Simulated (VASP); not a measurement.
# Si8NO14 (a cell with a defect) in VASP: further runs

Runs on Si8NO14 (a cell with a defect). Level: PBEsol. Tasks: single point.

Everything below comes from runs of VASP 6.6.1. Logs are shortened: lines on timing, memory, paths and dates and some standing lists are left out, and cuts for length are marked.

## 1. The cell of the first run

The cell holds a defect, 23 atoms: a = 7.729 Å, b = 6.951 Å, c = 6.960 Å, α = 92.91°, β = 116.33°, γ = 87.81°.

## 2. Single point, PBEsol, collinear spin, ferromagnetic start

The input, INCAR:

```
SYSTEM = Si8NO14
  PREC = Accurate
  ENCUT = 520
  EDIFF = 1E-6
  ISMEAR = -1
  SIGMA = 0.02
  LREAL = .FALSE.
  LASPH = .TRUE.
  NELM = 200
  ALGO = Normal
  ISIF = 2
  LWAVE = .FALSE.
  LCHARG = .FALSE.
  ISPIN = 2
  MAGMOM = 0 0 0 0 0 0 0 0 0 0 0 0.07 0 0 0 0 0.09 0 0 0.1 0 0 0.28
  LORBIT = 11
  GGA = PS
  NBANDS = 82
  NELECT = 119.0
  GGA_COMPAT = .FALSE.
```

The input, KPOINTS:

```
regular mesh
0
G
  2 2 2
  0 0 0
```

The input, POSCAR:

```
Si8NO14
1.0
   -5.6578710000     -5.2657200000      0.0000000000
    4.5381290000     -5.2657200000      0.0000000000
    2.0996240000      2.2758520000      6.2331600000
Si O N
8 14 1
Direct
    0.6964717048      0.5581144744      0.1977833073
    0.9744976972      0.3507750883      0.6002096850
    0.9837714858      0.4043999807      0.0558899499
    0.2938740814      0.4578100904      0.4653516034
    0.2427000822      0.0936734467      0.2751052436
    0.4634286021      0.8384929944      0.6158483017
    0.4626685066      0.8304063561      0.0392877770
    0.7614171429      0.9610071874      0.4609531923
    0.7274014664      0.8181121142      0.2532878989
    0.9185799058      0.1182530435      0.5310617728
    0.7723789416      0.4807410878      0.0302384344
    0.1424003365      0.5458220133      0.2365637975
    0.0269646537      0.1826741942      0.1417765628
    0.7862884629      0.4664554071      0.4258833401
    0.1731931124      0.3974287479      0.5947328482
    0.9872698069      0.4092379540      0.8289163121
    0.3933328229      0.2630666547      0.4142298609
    0.4626866721      0.6080913438      0.6017413318
    0.4631475188      0.6001138934      0.0696213478
    0.2600857743      0.9249254741      0.4370576080
    0.6570598872      0.9124897378      0.5991267672
    0.4889946656      0.9185360474      0.8490532892
    0.3414481385     -0.0244358916      0.1288386629
```

Potentials or basis: VASP PAW PBE potentials, release 64 (Si, O, N).

On the command line:

```bash
$ cat potpaw_PBE.64/Si/POTCAR potpaw_PBE.64/O/POTCAR potpaw_PBE.64/N/POTCAR > POTCAR
$ mpirun -np 1 vasp_std > vasp.out
```

OUTCAR:

```text
SYSTEM = Si8NO14
   PREC = Accurate
   ENCUT = 520
   EDIFF = 1E-6
   ISMEAR = -1
   LREAL = .FALSE.
   LASPH = .TRUE.
   NELM = 200
   ISIF = 2
   ISPIN = 2
   LORBIT = 11
   GGA = PS
   NELECT = 119.0

 ion  position               nearest neighbor table
   1  0.696  0.558  0.198-  14 1.58  11 1.59  19 1.64   9 1.83   7 2.50   3 2.95   2 3.06
   2  0.974  0.351  0.600-  16 1.58  15 1.60  14 1.64  10 1.68   1 3.06   8 3.11   4 3.13   3 3.14

   3  0.984  0.404  0.056-  16 1.59  12 1.63  11 1.63  13 1.65   4 2.81   5 2.88   1 2.95   2 3.14

   4  0.294  0.458  0.465-  18 1.61  17 1.63  15 1.63  12 1.63   5 2.75   3 2.81   6 2.93   2 3.13

   5  0.243  0.094  0.275-  13 1.62  20 1.63  17 1.63  23 1.69   4 2.75   6 2.88   3 2.88
   6  0.463  0.838  0.616-  18 1.60  22 1.62  20 1.63  21 1.65   5 2.88   4 2.93   7 2.95   8 3.10

   7  0.463  0.830  0.039-  22 1.58  19 1.62  23 1.63   9 1.93   1 2.50   8 2.94   6 2.95
   8  0.761  0.961  0.461-  10 1.56  21 1.56   9 1.64   7 2.94   6 3.10   2 3.11
   9  0.727  0.818  0.253-   8 1.64   1 1.83   7 1.93
  10  0.919  0.118  0.531-   8 1.56   2 1.68
  11  0.772  0.481  0.030-   1 1.59   3 1.63
  12  0.142  0.546  0.237-   3 1.63   4 1.63
  13  0.027  0.183  0.142-   5 1.62   3 1.65
  14  0.786  0.466  0.426-   1 1.58   2 1.64
  15  0.173  0.397  0.595-   2 1.60   4 1.63
  16  0.987  0.409  0.829-   2 1.58   3 1.59
  17  0.393  0.263  0.414-   4 1.63   5 1.63
  18  0.463  0.608  0.602-   6 1.60   4 1.61
  19  0.463  0.600  0.070-   7 1.62   1 1.64
  20  0.260  0.925  0.437-   6 1.63   5 1.63
  21  0.657  0.912  0.599-   8 1.56   6 1.65
  22  0.489  0.919  0.849-   7 1.58   6 1.62
  23  0.341  0.976  0.129-   7 1.63   5 1.69

  LATTYP: Found a triclinic cell.
 ALAT       =     6.9598999169
 B/A-ratio  =     1.1171330850
 C/A-ratio  =     0.9987834837
 COS(alpha) =     0.0074743512
 COS(beta)  =     0.0507558895
 COS(gamma) =     0.4541659106

  Lattice vectors:

 A1 = (  -2.0996240000,  -2.2758520000,  -6.2331600000)
 A2 = (   3.5582470000,   2.9898680000,  -6.2331600000)
 A3 = (   4.5381290000,  -5.2657200000,   0.0000000000)

Analysis of symmetry for initial positions (statically):
=====================================================================
 Subroutine PRICEL returns:
 Original cell was already a primitive cell.

 Routine SETGRP: Setting up the symmetry group for a
 triclinic supercell.

 Subroutine GETGRP returns: Found  1 space group operations
 (whereof  1 operations were pure point group operations)
 out of a pool of  2 trial point group operations.

The static configuration has the point symmetry C_1 .

Analysis of symmetry for dynamics (positions and initial velocities):
=====================================================================
 Subroutine PRICEL returns:
 Original cell was already a primitive cell.
[... 192 lines left out ...]

  energy without entropy =     -187.49663656  energy(sigma->0) =     -187.49663656

 E-fermi :   0.7296     XC(G=0):  -8.4091

 val. band max:        0.2776270808   @ k =   0.0000   0.0000   0.0000
 cond. band min:       1.2273613442   @ k =   0.5000   0.5000   0.0000
 fundamental gap:      0.9497342635
 Fermi energy:         0.7295751354

 spin component 1

 k-point     1 :       0.0000    0.0000    0.0000
  band No.  band energies     occupation
      1     -20.2230      1.00000
      2     -19.1863      1.00000
      3     -18.9596      1.00000
      4     -18.8309      1.00000
      5     -18.3494      1.00000
      6     -18.2507      1.00000
[... 581 lines left out ...]
     70       9.1025      0.00000
     71       9.2781      0.00000
 Fermi energy:         0.7295751354

 spin component 2

 k-point     1 :       0.0000    0.0000    0.0000
  band No.  band energies     occupation
      1     -20.2165      1.00000
      2     -19.1673      1.00000
      3     -18.9467      1.00000
      4     -18.8109      1.00000
      5     -18.3240      1.00000
      6     -18.2327      1.00000
[... 581 lines left out ...]
     70       9.1422      0.00000
     71       9.3272      0.00000
 [bands above 71 left out]

------------------------ aborting loop because EDIFF is reached ----------------------------------------

  FORCE on cell =-STRESS in cart. coord.  units (eV):
  Direction    XX          YY          ZZ          XY          YZ          ZX
  --------------------------------------------------------------------------------------
  -------------------------------------------------------------------------------------
  Total       -9.1689845    -13.1073911     -6.5737429     -1.7472730      2.6204140      1.8380982
  in kB      -43.8971127    -62.7524920    -31.4722240     -8.3651835     12.5454036      8.8000155
  external PRESSURE =     -46.0406096 kB  Pullay stress =       0.0000000 kB

 VOLUME and BASIS-vectors are now :
 -----------------------------------------------------------------------------
  energy-cutoff  :      520.00
  volume of cell :      334.65
      direct lattice vectors                 reciprocal lattice vectors
    -5.657871000 -5.265720000  0.000000000    -0.098077678 -0.084525792  0.063899280
     4.538129000 -5.265720000  0.000000000     0.098077678 -0.105381761  0.005439784
     2.099624000  2.275852000  6.233160000     0.000000000  0.000000000  0.160432269

 POSITION                                       TOTAL-FORCE (eV/Angst)
 -----------------------------------------------------------------------------------
     -0.99248     -6.15617      1.23281         0.012629      0.028106     -0.015372
     -2.66151     -5.61253      3.74120         0.008372      0.057210      0.002730
     -3.61348     -7.18253      0.34837         0.020224      0.010602     -0.099891
      1.39196     -2.89909      2.90061         0.016602     -0.031037      0.103815
     -0.37045     -1.14515      1.71478        -0.096995      0.021052     -0.041309
      2.47622     -5.45398      3.83868        -0.024053     -0.069568      0.060125
[... 15 lines left out ...]
      3.18446     -5.47934      5.29229         0.014602     -0.053353     -0.011323
      2.76588     -6.64180      0.80307        -0.023080     -0.049043      0.055279
 -----------------------------------------------------------------------------------
    total drift:                                0.001031     -0.000083     -0.000384

  FREE ENERGIE OF THE ION-ELECTRON SYSTEM (eV)
  ---------------------------------------------------
  free  energy   TOTEN  =      -187.4966365632 eV

  energy  without entropy=     -187.4966365631  energy(sigma->0) =     -187.49663656

 total charge

# of ion       s       p       d       tot
------------------------------------------
    1        0.653   0.969   0.000   1.621
    2        0.632   0.973   0.000   1.605
    3        0.647   0.990   0.000   1.636
    4        0.651   0.991   0.000   1.641
    5        0.660   1.005   0.000   1.665
    6        0.647   0.987   0.000   1.634
[... 15 lines left out ...]
   22        1.554   3.659   0.000   5.213
   23        1.254   2.515   0.000   3.769
--------------------------------------------------
tot         28.199  61.310   0.000  89.509

 magnetization (x)

# of ion       s       p       d       tot
------------------------------------------
    1       -0.000   0.000   0.000   0.000
    2       -0.000   0.000   0.000   0.000
    3       -0.000  -0.000   0.000  -0.000
    4       -0.000  -0.000   0.000  -0.000
    5       -0.004  -0.008   0.000  -0.011
    6        0.000   0.000   0.000   0.001
[... 15 lines left out ...]
   22        0.002   0.027   0.000   0.029
   23        0.016   0.506   0.000   0.522
--------------------------------------------------
tot          0.012   0.685   0.000   0.698
```

stdout:

```text
POSCAR found type information on POSCAR SiO N
 POSCAR found :  3 types and      23 ions
 scaLAPACK will be used
 -----------------------------------------------------------------------------
|                                                                             |
|                                                                             |
|     You have a (more or less) 'large supercell' and for larger cells it     |
|     might be more efficient to use real-space projection operators.         |
|     Therefore, try LREAL= Auto in the INCAR file.                           |
|     Mind: For very accurate calculation, you might also keep the            |
|     reciprocal projection scheme (i.e. LREAL=.FALSE.).                      |
|                                                                             |
 -----------------------------------------------------------------------------

 -----------------------------------------------------------------------------
|                                                                             |
|                                                                             |
|     You enforced a specific xc type in the INCAR file but a different       |
|     I HOPE YOU KNOW WHAT YOU ARE DOING!                                     |
|                                                                             |
 -----------------------------------------------------------------------------

 LDA part: xc-table for (Slater+PW92), standard interpolation
 POSCAR, INCAR and KPOINTS ok, starting setup
 FFT: planning ... GRIDC
 FFT: planning ... GRID_SOFT
 FFT: planning ... GRID
 WAVECAR not read
 entering main loop
 the old and the new charge density differ
 old charge density:   121.00000 new  119.00000
    0.383E+01
```

It took 17 min on 1 thread of Oxide Virtual Turin-like, shared host; peak memory 0.69 GiB.

What came out:

* Free energy: -187.4966 eV
* Largest force: 0.140 eV/Å
* Net moment: 1.00 μB per cell
* Site moments: Si +0.00, -0.00, -0.01 (each value once); O -0.00, +0.00, +0.01, +0.02, +0.03, +0.11 (each value once); N +0.52 μB
* Valence electrons inside the program's atomic spheres: Si 1.62, 1.60, 1.64, 1.67, 1.63, 1.66 (each value once); O 5.14, 5.18, 5.20, 5.17, 5.21, 5.25, 5.15 (each value once); N 3.77

Forces on the atoms (eV/Å):
```
Si   0.013  0.028 -0.015
Si   0.008  0.057  0.003
Si   0.020  0.011 -0.100
Si   0.017 -0.031  0.104
Si  -0.097  0.021 -0.041
Si  -0.024 -0.070  0.060
Si   0.059 -0.095  0.084
Si   0.035  0.007 -0.071
O    0.010  0.061 -0.115
O    0.056 -0.099 -0.026
O   -0.061  0.015 -0.029
O    0.026 -0.047  0.004
O   -0.016  0.029 -0.010
O    0.022 -0.009  0.044
O   -0.017 -0.016 -0.021
O   -0.017  0.022  0.027
O   -0.058 -0.044  0.056
O   -0.014  0.022  0.033
O    0.006  0.114 -0.069
O    0.029  0.035 -0.006
O    0.012  0.088  0.045
O    0.015 -0.053 -0.011
N   -0.023 -0.049  0.055
```

Caveat: the k points lie up to 0.50 Å⁻¹ apart; the cell carries a net charge on a neutralising background, which shifts energy and pressure; the cell is charged against a uniform background, so pressure and absolute levels hang on convention; the PAW data sets were made with another functional, which shifts forces and pressure a little.

## 3. Single point, PBEsol, collinear spin, ferromagnetic start

The input, INCAR:

```
SYSTEM = Si8NO14
PREC = Accurate ; ENCUT = 520
EDIFF = 1E-6 ; ISMEAR = -1
SIGMA = 0.02 ; LREAL = .FALSE.
LASPH = .TRUE. ; NELM = 200
ALGO = Normal ; ISIF = 2
LWAVE = .FALSE. ; LCHARG = .FALSE.
ISPIN = 2 ; MAGMOM = 0 0 0 0 0 0 0 0 0 0 0 0.07 0 0 0 0 0.09 0 0 0.1 0 0 0.28
LORBIT = 11 ; GGA = PS
NELECT = 119.0 ; NBANDS = 82
GGA_COMPAT = .FALSE.
```

KPOINTS is that of step 2.

The input, POSCAR:

```
Si8NO14
1.0
   -5.6578710000     -5.2657200000      0.0000000000
    4.5381290000     -5.2657200000      0.0000000000
    2.0996240000      2.2758520000      6.2331600000
Si O N
8 14 1
Direct
    0.7114185568      0.5760341670      0.2151842725
    0.9805662925      0.3484737979      0.6055305816
    0.9689819525      0.4169781977      0.0482729466
    0.2891822722      0.4547023292      0.4540189888
    0.2166652152      0.0926256521      0.2536681234
    0.4559366586      0.8372216738      0.6021963178
    0.4026352749      0.8205058839      0.0007715188
    0.7945120577      0.9482684073      0.4969277221
    0.7908396870      0.8007492649      0.3141345642
    0.9479917889      0.1104761627      0.5782888615
    0.7616158286      0.5044134853      0.0228410630
    0.1322450143      0.5510769928      0.2342227698
    0.0040206363      0.1939668252      0.1338309942
    0.7872673908      0.4351190013      0.4111508448
    0.1796266773      0.4001318586      0.5989884745
    0.9860206211      0.4276974041      0.8275574508
    0.3755261157      0.2581990783      0.3852840293
    0.4605566734      0.6064307379      0.5823287065
    0.4747002118      0.6166182190      0.1048456962
    0.2523061651      0.9265676031      0.4260602969
    0.6463987847      0.9256039330      0.5918654422
    0.4693198495      0.9029640046      0.8379457611
    0.2622300336     -0.0427981951      0.0693373826
```

Potentials or basis: VASP PAW PBE potentials, release 64 (Si, O, N).

On the command line:

```bash
$ cat potpaw_PBE.64/Si/POTCAR potpaw_PBE.64/O/POTCAR potpaw_PBE.64/N/POTCAR > POTCAR
$ mpirun -np 1 vasp_std > vasp.out
```

Run time: 19 min. Hardware: 1 thread of Oxide Virtual Turin-like, shared host; peak memory 0.68 GiB.

It converged, with:

```
Free energy                                           : -187.4205 eV
Largest force                                         : 0.132 eV/Å
Net moment                                            : 1.00 μB per cell
Site moments                                          : Si +0.00, -0.00, -0.01 (each value once); O -0.00, +0.00, +0.01, +0.02, +0.11, +0.03 (each value once); N +0.52 μB
Valence electrons inside the program's atomic spheres : Si 1.61, 1.60, 1.63, 1.64, 1.68 (each value once); O 5.16, 5.19, 5.20, 5.21, 5.23, 5.17 (each value once); N 3.75
```

Forces in eV/Å, atoms in the order of the input:
```
Si   0.037  0.003  0.003
Si  -0.026  0.037  0.024
Si   0.031  0.000 -0.095
Si  -0.018 -0.037  0.089
Si  -0.083  0.066 -0.078
Si  -0.008 -0.073  0.050
Si   0.110  0.011  0.005
Si  -0.003 -0.015  0.029
O   -0.069  0.036 -0.040
O    0.013 -0.088  0.039
O   -0.005 -0.004 -0.050
O    0.038 -0.049 -0.001
O    0.035  0.035 -0.014
O   -0.018  0.020  0.013
O   -0.020 -0.029 -0.009
O    0.007  0.002  0.017
O   -0.051 -0.037  0.009
O   -0.039  0.013  0.003
O   -0.026  0.060  0.033
O    0.027  0.024 -0.010
O    0.036  0.048  0.010
O   -0.008 -0.025 -0.030
N    0.042  0.004  0.002
```

Levels at points of the mesh, in eV from the Fermi level:
Spin up:
| k point | band 58 | band 59 | band 60 | band 61 | band 62 | band 63 |
| --- | --- | --- | --- | --- | --- | --- |
| (0.00, 0.00, 0.00) | -0.98 | -0.79 | -0.44 | 3.27 | 4.66 | 5.10 |
| (0.50, 0.00, 0.00) | -1.06 | -0.80 | -0.48 | 3.85 | 4.39 | 4.94 |
| (0.00, 0.50, 0.00) | -0.96 | -0.85 | -0.52 | 3.69 | 4.65 | 4.98 |
| (0.50, 0.50, 0.00) | -0.97 | -0.88 | -0.57 | 4.00 | 4.44 | 4.96 |
| (0.00, 0.00, 0.50) | -0.86 | -0.72 | -0.41 | 3.89 | 4.49 | 4.98 |
| (0.50, 0.00, 0.50) | -0.84 | -0.72 | -0.39 | 3.75 | 4.61 | 5.04 |
| (0.00, 0.50, 0.50) | -0.82 | -0.76 | -0.45 | 4.09 | 4.47 | 5.02 |
| (0.50, 0.50, 0.50) | -0.82 | -0.74 | -0.46 | 3.94 | 4.61 | 4.93 |
Spin down:
```csv
k point,band 55,band 56,band 57,band 58,band 59,band 60,band 61,band 62,band 63,band 64
"(0.00, 0.00, 0.00)",-1.29,-1.05,-0.94,-0.68,-0.42,0.40,3.30,4.68,5.11,5.80
"(0.50, 0.00, 0.00)",-1.31,-1.12,-1.00,-0.67,-0.50,0.40,3.88,4.44,4.95,5.64
"(0.00, 0.50, 0.00)",-1.20,-1.06,-0.97,-0.66,-0.54,0.39,3.71,4.67,4.99,5.77
"(0.50, 0.50, 0.00)",-1.20,-1.09,-1.05,-0.68,-0.56,0.39,4.03,4.48,4.97,5.68
"(0.00, 0.00, 0.50)",-1.21,-1.07,-0.83,-0.65,-0.40,0.44,3.91,4.53,5.00,5.62
"(0.50, 0.00, 0.50)",-1.24,-1.09,-0.83,-0.63,-0.41,0.46,3.77,4.64,5.06,5.71
"(0.00, 0.50, 0.50)",-1.20,-1.11,-0.91,-0.62,-0.45,0.44,4.12,4.50,5.04,5.67
"(0.50, 0.50, 0.50)",-1.17,-1.06,-0.92,-0.62,-0.45,0.45,3.96,4.65,4.95,5.73
```

Caveat: the k points lie up to 0.50 Å⁻¹ apart; the cell carries a net charge on a neutralising background, which shifts energy and pressure; the cell is charged against a uniform background, so pressure and absolute levels hang on convention; the PAW data sets were made with another functional, which shifts forces and pressure a little.
